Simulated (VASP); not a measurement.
Wanted: the native input for a VASP 6.6.1 run.

```
Task                   : single point
Functional             : PBE
Dispersion             : D3(BJ)
Potentials or basis    : VASP PAW PBE potentials, release 64 (Ba_sv, O)
Cutoff                 : 600 eV
k mesh                 : 8 × 8 × 8
Occupations            : gaussian, width 0.01 eV
Spin                   : no spin polarisation
Dipole correction      : no
Further INCAR settings : ALGO = Normal; EDIFF = 1e-06; NBANDS = 15
```

The structure of BaO lies in POSCAR:

```
BaO
1.0
    0.0000000000      2.6352809214      2.6352809214
    2.6352809214      0.0000000000      2.6352809214
    2.6352809214      2.6352809214      0.0000000000
Ba O
1 1
Direct
    0.0000000000      0.0000000000      0.0000000000
    0.5000000000      0.5000000000      0.5000000000
```

One way to write it, as run:

INCAR

```
PREC = Accurate ; ENCUT = 600
EDIFF = 1E-6 ; ISMEAR = 0
SIGMA = 0.01 ; LREAL = F
LASPH = T ; NELM = 120
ALGO = Normal ; ISIF = 2
LWAVE = F ; LCHARG = T
GGA = PE ; IVDW = 12
LELF = T ; LVHAR = T
NBANDS = 15 ; GGA_COMPAT = F
```

KPOINTS

```
regular mesh
0
Gamma
  8 8 8
```

Potentials or basis: VASP PAW PBE potentials, release 64 (Ba_sv, O).

Command:

```sh
$ cat potpaw_PBE.64/Ba_sv/POTCAR potpaw_PBE.64/O/POTCAR > POTCAR
$ mpirun -np 1 vasp_std > vasp.out
```

It gave:

```json
{
  "Pressure": "17.6 GPa",
  "Band gap on the k mesh": "1.32 eV, direct",
  "Dispersion energy per atom": "-0.265 eV"
}
```

Caveat: spin-orbit coupling is left out, which moves the levels of the heavy elements.

Wall time 29 s on 1 thread of Intel(R) Xeon(R) Platinum 8375C CPU @ 2.90GHz (Ice Lake) (shared host), peak memory 0.18 GiB.
